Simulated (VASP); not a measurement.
# Pd (Im-3m) in VASP: notebook

Runs on Pd. Level: BLYP. Tasks: single point.

All numbers are computed with VASP 6.6.1; they aren't measurements. Logs are shortened: lines on timing, memory, paths and dates and some standing lists are left out, and cuts for length are marked.

### 1 The cell of the first run

Symmetry: Im-3m, No. 229, cubic system. The conventional cell has a = 3.116 Å, b = 3.116 Å, c = 3.116 Å, α = 90.00°, β = 90.00°, γ = 90.00°. Within 3.6 Å of Pd (site symmetry m-3m) lie 14 Pd at 2.70 to 3.12 Å.

### 2 Single point, BLYP, collinear spin, antiferromagnetic start (volume scaled by 0.92)

Contents of INCAR:

```
AGGAC    = 1.0          
AGGAX    = 1.0          
ALDAC    = 0.0          
ALDAX    = 1.0          
ALGO     = Normal         # electronic algorithm
EDIFF    = 1E-6           # SCF threshold, eV
ENCUT    = 520            # plane-wave cutoff, eV
GGA      = B5             # functional
ISIF     = 2              # what is computed and relaxed
ISMEAR   = -1             # smearing method
ISPIN    = 2              # spin polarisation
LASPH    = True           # aspherical terms in the spheres
LCHARG   = False          # write CHGCAR
LMAXMIX  = 4              # l up to which the mixer works
LORBIT   = 11             # projections on sites
LREAL    = False          # projectors in reciprocal space
LWAVE    = False          # write WAVECAR
MAGMOM   = 0.5 -0.5       # initial moments
NBANDS   = 21             # bands
NELM     = 150            # most SCF steps
PREC     = Accurate       # precision mode
SIGMA    = 0.05           # smearing width, eV
```

Contents of KPOINTS:

```
k-points
0
Gamma
  16 16 16
```

Contents of POSCAR:

```
Pd
1.0
    3.1163753858      0.0000000000      0.0000000000
    0.0000000000      3.1163753858      0.0000000000
    0.0000000000      0.0000000000      3.1163753858
Pd
2
Direct
    0.0000000000      0.0000000000      0.0000000000
    0.5000000000      0.5000000000      0.5000000000
```

Potentials or basis: VASP PAW PBE potentials, release 64 (Pd).

Run with:

```bash
> cat potpaw_PBE.64/Pd/POTCAR > POTCAR
> mpirun -np 1 vasp_std > vasp.out
```

OUTCAR:

```text
EDIFF = 1E-6
   ENCUT = 520
   GGA = B5
   ISIF = 2
   ISMEAR = -1
   ISPIN = 2
   LASPH = True
   LORBIT = 11
   LREAL = False
   NELM = 150
   PREC = Accurate

 ion  position               nearest neighbor table
   1  0.000  0.000  0.000-   2 2.70   2 2.70   2 2.70   2 2.70   2 2.70   2 2.70   2 2.70   2 2.70

   2  0.500  0.500  0.500-   1 2.70   1 2.70   1 2.70   1 2.70   1 2.70   1 2.70   1 2.70   1 2.70

  LATTYP: Found a simple cubic cell.
 ALAT       =     3.1163753858

  Lattice vectors:

 A1 = (   3.1163753858,   0.0000000000,   0.0000000000)
 A2 = (   0.0000000000,   3.1163753858,   0.0000000000)
 A3 = (   0.0000000000,   0.0000000000,   3.1163753858)

Analysis of symmetry for initial positions (statically):
=====================================================================
 Subroutine PRICEL returns following result:

  LATTYP: Found a body centered cubic cell.
 ALAT       =     3.1163753858

  Lattice vectors:

 A1 = (   1.5581876929,   1.5581876929,  -1.5581876929)
 A2 = (  -1.5581876929,   1.5581876929,   1.5581876929)
 A3 = (   1.5581876929,  -1.5581876929,   1.5581876929)

   2 primitive cells build up your supercell.

 Routine SETGRP: Setting up the symmetry group for a
 simple cubic supercell.

 Subroutine GETGRP returns: Found 48 space group operations
 (whereof 48 operations were pure point group operations)
 out of a pool of 48 trial point group operations.

The static configuration has the point symmetry O_h .

Analysis of symmetry for dynamics (positions and initial velocities):
=====================================================================
 Subroutine PRICEL returns following result:

  LATTYP: Found a body centered cubic cell.
 ALAT       =     3.1163753858

  Lattice vectors:

 A1 = (   1.5581876929,   1.5581876929,  -1.5581876929)
 A2 = (  -1.5581876929,   1.5581876929,   1.5581876929)
 A3 = (   1.5581876929,  -1.5581876929,   1.5581876929)

   2 primitive cells build up your supercell.

 Routine SETGRP: Setting up the symmetry group for a
 simple cubic supercell.

 Subroutine GETGRP returns: Found 48 space group operations
 (whereof 48 operations were pure point group operations)
 out of a pool of 48 trial point group operations.

The dynamic configuration has the point symmetry O_h .

Analysis of structural, dynamic, and magnetic symmetry:
=====================================================================
 Subroutine PRICEL returns following result:

  LATTYP: Found a body centered cubic cell.
 ALAT       =     3.1163753858

  Lattice vectors:

 A1 = (   1.5581876929,   1.5581876929,  -1.5581876929)
 A2 = (  -1.5581876929,   1.5581876929,   1.5581876929)
 A3 = (   1.5581876929,  -1.5581876929,   1.5581876929)

   2 primitive cells build up your supercell.

 Routine SETGRP: Setting up the symmetry group for a
 simple cubic supercell.

 Subroutine GETGRP returns: Found 48 space group operations
 (whereof 48 operations were pure point group operations)
 out of a pool of 48 trial point group operations.

The overall configuration has the point symmetry O_h .

 Subroutine INISYM returns: Found 48 space group operations
 (whereof 48 operations are pure point group operations),
 and found     2 'primitive' translations

----------------------------------------------------------------------------------------

                                     Primitive cell

  volume of cell :      15.1328

  direct lattice vectors                    reciprocal lattice vectors
     1.558187693  1.558187693 -1.558187693     0.320885605  0.320885605  0.000000000
    -1.558187693  1.558187693  1.558187693    -0.000000000  0.320885605  0.320885605
     1.558187693 -1.558187693  1.558187693     0.320885605  0.000000000  0.320885605

  length of vectors
     2.698860252  2.698860252  2.698860252     0.453800774  0.453800774  0.453800774

  position of ions in fractional coordinates (direct lattice)
     0.000000000  0.000000000  0.000000000

  ion indices of the primitive-cell ions
   primitive index   ion index
                 1           1

----------------------------------------------------------------------------------------

 KPOINTS: k-points

Automatic generation of k-mesh.
 Grid dimensions read from file:
 generate k-points for:   16   16   16

 Generating k-lattice:

  Cartesian coordinates                     Fractional coordinates (reciprocal lattice)
     0.020055350  0.000000000  0.000000000     0.062500000  0.000000000  0.000000000
     0.000000000  0.020055350  0.000000000     0.000000000  0.062500000  0.000000000
     0.000000000  0.000000000  0.020055350     0.000000000  0.000000000  0.062500000

  Length of vectors
     0.020055350  0.020055350  0.020055350

  Shift w.r.t. Gamma in fractional coordinates (k-lattice)
     0.000000000  0.000000000  0.000000000

 Subroutine IBZKPT returns following result:
 ===========================================

 Found    165 irreducible k-points:

 Following reciprocal coordinates:
            Coordinates               Weight
  0.000000  0.000000  0.000000      1.000000
  0.062500  0.000000  0.000000      6.000000
  0.125000  0.000000  0.000000      6.000000
  0.187500  0.000000  0.000000      6.000000
  0.250000  0.000000  0.000000      6.000000
  0.312500  0.000000  0.000000      6.000000
[... 16 lines left out ...]
  0.437500  0.125000  0.000000     24.000000
  0.500000  0.125000  0.000000     12.000000
 [... further k-points ...]
   k-points           NKPTS =    165   k-points in BZ     NKDIM =    165   number of bands    NBANDS=     21
   number of dos      NEDOS =    301   number of ions     NIONS =      2
   total plane-waves  NPLWV =  13824
   dimension x,y,z NGX =    24 NGY =   24 NGZ =   24
   dimension x,y,z NGXF=    48 NGYF=   48 NGZF=   48
   ions per type =               2
   NGX,Y,Z   is equivalent  to a cutoff of  12.80, 12.80, 12.80 a.u.
   NGXF,Y,Z  is equivalent  to a cutoff of  25.61, 25.61, 25.61 a.u.
 SYSTEM =  unknown system
   PREC   = accura    normal or accurate (medium, high low for compatibility)
   ISTART =      0    job   : 0-new  1-cont  2-samecut
   ICHARG =      2    charge: 1-file 2-atom 10-const
   ISPIN  =      2    spin polarized calculation?
   LNONCOLLINEAR =      F non collinear calculations
   LSORBIT =      F    spin-orbit coupling
   LASPH  =      T    aspherical Exc in radial PAW
   ENCUT  =  520.0 eV  38.22 Ry    6.18 a.u.   5.79  5.79  5.79*2*pi/ulx,y,z
   NELM   =    150;   NELMIN=  2; NELMDL= -5     # of ELM steps
   EDIFF  = 0.1E-05   stopping-criterion for ELM
   LREAL  =      F    real-space projection
   EDIFFG = 0.1E-04   stopping-criterion for IOM
   NSW    =      0    number of steps for IOM
   IBRION =     -1    ionic relax: 0-MD 1-quasi-New 2-CG
   NFREE  =      0    steps in history (QN), initial steepest desc. (CG)
   ISIF   =      2    stress and relaxation
   ISYM   =      2    0-nonsym 1-usesym 2-fastsym
   POTIM  = 0.5000    time-step for ionic-motion
   TEBEG  =    0.0;   TEEND  =   0.0 temperature during run
   PSTRESS=    0.0 pullay stress
   NELECT =      20.0000    total number of electrons
   NUPDOWN=      -1.0000    fix difference up-down
   EMIN   =  10.00;   EMAX   =-10.00  energy-range for DOS
   EFERMI =   0.00;   METHOD = LEGACY
   ISMEAR =    -1;   SIGMA  =   0.05  broadening in eV -4-tet -1-fermi 0-gaus
   EFERMI_NEDOS =   21; number of points for ismear=-14 and -15
   IALGO  =     38    algorithm
   IMIX   =      4    mixing-type and parameters
     AMIX     =   0.40;   BMIX     =  1.00
     AMIX_MAG =   1.60;   BMIX_MAG =  1.00
  volume/ion in A,a.u.               =      15.13       102.12
  Fermi-wavevector in a.u.,A,eV,Ry     =   1.425942  2.694639 27.664853  2.033309
  Thomas-Fermi vector in A             =   2.546272
   LORBIT       =     11    0 simple, 1 ext, 2 COOP (PROOUT), +10 PAW based schemes
   GGA     = B5    functional components
   LHFCALC =     F    Hartree Fock is set to
   AEXX    =    0.0000 exact exchange contribution
   IVDW    =     0    specifies the selected vdW correction
   LEPSILON=     F    determine dielectric tensor
   LRPA    =     F    only Hartree local field effects (RPA)
 spin polarized calculation
  energy-cutoff  :      520.00
  volume of cell :       30.27
 maximum number of plane-waves:       840
 NGX is ok and might be reduce to    24
   NGX = 11   NGY = 11   NGZ = 11

 number of electron      20.0000018 magnetization      -0.0000000

 number of electron      20.0000018 magnetization       0.0000000

 Free energy of the ion-electron system (eV)
  ---------------------------------------------------
  ext. energy  EPLUGINS =         0.00000000
  ---------------------------------------------------
  free energy    TOTEN  =        -8.59527147 eV

  energy without entropy =       -8.57549300  energy(sigma->0) =       -8.58538223

 E-fermi :   9.8851     XC(G=0): -12.3884

 val. band max:        9.8833595264   @ k =   0.4375   0.2500   0.0625
 cond. band min:       9.8907972023   @ k =   0.2500   0.1875   0.1250
 fundamental gap:      0.0074376760
 Fermi energy:         9.8850526244

 spin component 1

 k-point     1 :       0.0000    0.0000    0.0000
  band No.  band energies     occupation
      1       3.0909      1.00000
      2       4.8660      1.00000
      3       4.8660      1.00000
      4       7.0118      1.00000
      5       7.0118      1.00000
      6       7.0118      1.00000
[... 13 lines left out ...]
     20      29.4848      0.00000
     21      36.0544      0.00000

 k-point     2 :       0.0625    0.0000    0.0000
  band No.  band energies     occupation
      1       3.1651      1.00000
      2       4.8991      1.00000
      3       4.9133      1.00000
      4       7.0138      1.00000
      5       7.0138      1.00000
      6       7.0374      1.00000
[... 13 lines left out ...]
     20      29.5724      0.00000
     21      35.9775      0.00000
[... 487 lines left out ...]
      5       7.0449      1.00000
      6       7.3571      1.00000
[... 13 lines left out ...]
     20      30.9710      0.00000
     21      35.8551      0.00000

 k-point    24 :       0.5000    0.1250    0.0000
  band No.  band energies     occupation
      1       5.8657      1.00000
      2       5.8657      1.00000
      3       6.7961      1.00000
      4       6.7961      1.00000
      5       7.1144      1.00000
      6       7.1144      1.00000
[... 13 lines left out ...]
     20      30.2052      0.00000
     21      35.9324      0.00000

 [... further k-points ...]

 spin component 2

 k-point     1 :       0.0000    0.0000    0.0000
  band No.  band energies     occupation
      1       3.0909      1.00000
      2       4.8660      1.00000
      3       4.8660      1.00000
      4       7.0118      1.00000
      5       7.0118      1.00000
      6       7.0118      1.00000
[... 13 lines left out ...]
     20      29.4848      0.00000
     21      36.0386      0.00000

 k-point     2 :       0.0625    0.0000    0.0000
  band No.  band energies     occupation
      1       3.1651      1.00000
      2       4.8991      1.00000
      3       4.9133      1.00000
      4       7.0138      1.00000
      5       7.0138      1.00000
      6       7.0374      1.00000
[... 13 lines left out ...]
     20      29.5724      0.00000
     21      35.9742      0.00000
[... 487 lines left out ...]
      5       7.0449      1.00000
      6       7.3571      1.00000
[... 13 lines left out ...]
     20      30.9710      0.00000
     21      35.8230      0.00000

 k-point    24 :       0.5000    0.1250    0.0000
  band No.  band energies     occupation
      1       5.8657      1.00000
      2       5.8657      1.00000
      3       6.7961      1.00000
      4       6.7961      1.00000
      5       7.1144      1.00000
      6       7.1144      1.00000
[... 13 lines left out ...]
     20      30.2052      0.00000
     21      35.9324      0.00000

 [... further k-points ...]
[... 5 lines left out ...]
  --------------------------------------------------------------------------------------
  -------------------------------------------------------------------------------------
  Total        2.7214472      2.7214472      2.7214472     -0.0000000      0.0000000     -0.0000000
  in kB      144.0659026    144.0659026    144.0659026     -0.0000000      0.0000000     -0.0000000
  external PRESSURE =     144.0659026 kB  Pullay stress =       0.0000000 kB

 VOLUME and BASIS-vectors are now :
 -----------------------------------------------------------------------------
  energy-cutoff  :      520.00
  volume of cell :       30.27
      direct lattice vectors                 reciprocal lattice vectors
     3.116375386  0.000000000  0.000000000     0.320885605  0.000000000  0.000000000
     0.000000000  3.116375386  0.000000000     0.000000000  0.320885605  0.000000000
     0.000000000  0.000000000  3.116375386     0.000000000  0.000000000  0.320885605

 POSITION                                       TOTAL-FORCE (eV/Angst)
 -----------------------------------------------------------------------------------
      0.00000      0.00000      0.00000        -0.000000     -0.000000     -0.000000
      1.55819      1.55819      1.55819         0.000000      0.000000      0.000000
 -----------------------------------------------------------------------------------
    total drift:                                0.000000      0.000000     -0.000000

  FREE ENERGIE OF THE ION-ELECTRON SYSTEM (eV)
  ---------------------------------------------------
  free  energy   TOTEN  =        -8.5952714711 eV

  energy  without entropy=       -8.5754929955  energy(sigma->0) =       -8.58538223

 total charge

# of ion       s       p       d       tot
------------------------------------------
    1        0.465   0.423   8.547   9.434
    2        0.465   0.423   8.547   9.434
--------------------------------------------------
tot          0.930   0.845  17.093  18.869

 magnetization (x)

# of ion       s       p       d       tot
------------------------------------------
    1        0.000   0.000  -0.000   0.000
    2       -0.000  -0.000   0.000  -0.000
--------------------------------------------------
tot          0.000   0.000   0.000   0.000
```

Run time: 81 s. Hardware: 1 thread of AMD EPYC 9R45 (Zen 5), shared host; peak memory 0.22 GiB.

What came out:

```yaml
Free_energy: -8.5953 eV
Pressure: 14.4 GPa
Band_gap_on_the_k_mesh: zero (filled and empty bands overlap)
Net_moment: 0.00 μB per cell
Valence_electrons_inside_the_program's_atomic_spheres: Pd 9.43
```

Caveat: the PAW data sets were made with another functional, which shifts forces and pressure a little.

### 3 Single point, BLYP, collinear spin, antiferromagnetic start (volume scaled by 0.96)

Contents of INCAR:

```
PREC = Accurate
ENCUT = 520
EDIFF = 1E-6
ISMEAR = -1
SIGMA = 0.05
LREAL = F
LASPH = T
NELM = 150
ALGO = Normal
ISIF = 2
LWAVE = F
LCHARG = F
ISPIN = 2
MAGMOM = 0.5 -0.5
LORBIT = 11
LMAXMIX = 4
GGA = B5
ALDAX = 1.0
AGGAX = 1.0
AGGAC = 1.0
ALDAC = 0.0
NBANDS = 21
```

Contents of KPOINTS:

```
regular mesh
0
Gamma
  16 16 16
```

Contents of POSCAR:

```
Pd
1.0
    3.1609010499      0.0000000000      0.0000000000
    0.0000000000      3.1609010499      0.0000000000
    0.0000000000      0.0000000000      3.1609010499
Pd
2
Direct
    0.0000000000      0.0000000000      0.0000000000
    0.5000000000      0.5000000000      0.5000000000
```

Potentials or basis: VASP PAW PBE potentials, release 64 (Pd).

Run with:

```bash
> cat potpaw_PBE.64/Pd/POTCAR > POTCAR
> mpirun -np 1 vasp_std > vasp.out
```

Run time: 83 s. Hardware: 1 thread of AMD EPYC 9R45 (Zen 5), shared host; peak memory 0.23 GiB.

It converged, with:

* Free energy: -8.6803 eV
* Pressure: 6.5 GPa
* Band gap on the k mesh: zero (filled and empty bands overlap)
* Net moment: 0.00 μB per cell
* Valence electrons inside the program's atomic spheres: Pd 9.36

Levels at points of the mesh, in eV from the Fermi level:
Spin up:
```tsv
k point	band 8	band 9	band 10	band 11	band 12	band 13
(0.00, 0.00, 0.00)	-0.89	0.18	0.18	0.18	9.10	9.10
(0.50, 0.00, 0.00)	-2.08	-1.35	-1.35	0.69	0.70	16.35
(0.50, 0.50, 0.00)	-0.69	0.53	0.53	1.74	1.74	7.43
(0.50, 0.50, 0.50)	-0.65	-0.65	-0.65	8.30	8.30	9.33
```
Spin down:
```csv
k point,band 8,band 9,band 10,band 11,band 12,band 13
"(0.00, 0.00, 0.00)",-0.89,0.18,0.18,0.18,9.10,9.10
"(0.50, 0.00, 0.00)",-2.08,-1.35,-1.35,0.69,0.70,16.35
"(0.50, 0.50, 0.00)",-0.69,0.53,0.53,1.74,1.74,7.43
"(0.50, 0.50, 0.50)",-0.65,-0.65,-0.65,8.30,8.30,9.33
```

Caveat: the PAW data sets were made with another functional, which shifts forces and pressure a little.
